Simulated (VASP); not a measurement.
Write the native input for VASP 6.6.1 that does the following.

```yaml
Task: single point
Functional: LDA
Potentials_or_basis: VASP PAW PBE potentials, release 64 (Lu, Pd)
Cutoff: 520 eV
k_mesh: 11 × 11 × 11
Occupations: fermi-dirac, width 0.05 eV
Spin: no spin polarisation
Dipole_correction: no
Further_INCAR_settings: ALGO = Normal; EDIFF = 1e-06; NBANDS = 24
```

The structure of LuPd lies in POSCAR:

```
LuPd
1.0
    3.2971462484      0.0000000000      0.0000000000
    0.0000000000      3.2971462484      0.0000000000
    0.0000000000      0.0000000000      3.2971462484
Lu Pd
1 1
Direct
    0.0000000000      0.0000000000      0.0000000000
    0.5000000000      0.5000000000      0.5000000000
```

These files were run (other wordings do the same):

INCAR

```
SYSTEM = LuPd
  PREC = Accurate
  ENCUT = 520
  EDIFF = 1E-6
  ISMEAR = -1
  SIGMA = 0.05
  LREAL = .False.
  LASPH = .True.
  NELM = 60
  ALGO = Normal
  ISIF = 2
  LWAVE = .False.
  LCHARG = .False.
  GGA = CA
  NBANDS = 24
```

KPOINTS

```
Automatic mesh
0
Gamma
  11 11 11
  0 0 0
```

Potentials or basis: VASP PAW PBE potentials, release 64 (Lu, Pd).

Launch:

```console
$ cat potpaw_PBE.64/Lu/POTCAR potpaw_PBE.64/Pd/POTCAR > POTCAR
$ mpirun -np 1 vasp_std > vasp.out
```

Results of the run:

- Pressure: 7.1 GPa

Caveat: the PAW data sets were made with another functional, which shifts forces and pressure a little.

It took 42 s on 1 thread of Intel(R) Xeon(R) Platinum 8259CL CPU @ 2.50GHz (Skylake/Cascade Lake), on a shared host, peak memory 0.19 GiB.
